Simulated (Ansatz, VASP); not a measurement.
# LiCl in VASP and in Ansatz

```
Li Cl
1.0
     0.00000    2.47960    2.47960
     2.47960    0.00000    2.47960
     2.47960    2.47960    0.00000
Li Cl
1 1
Direct
  0.00000 0.00000 0.00000
  0.75000 0.75000 0.75000
```

Alike in both runs: task single point; functional PBE; k mesh 6 × 6 × 6; occupations gaussian, width 0.1 eV; no spin polarisation.

|  | VASP | Ansatz |
| --- | --- | --- |
| version | VASP 6.6.1 | Ansatz 0.2.0 |
| potentials or method | VASP PAW PBE potentials, release 64 (Li_sv, Cl), cutoff 520 eV | scalar-relativistic, plane waves, PAW |
| valence electrons in the cell | 10 | 10 |

|  | VASP | Ansatz | Ansatz less VASP |
| --- | --- | --- | --- |
| gap on the k mesh at the Fermi level (eV) | 6.30 | 6.28 | -0.019 |
| least direct gap on the mesh (eV) | 7.25 | 7.24 | -0.004 |

Noted on VASP's run: the cutoff is short for stress, so the pressure is rough.
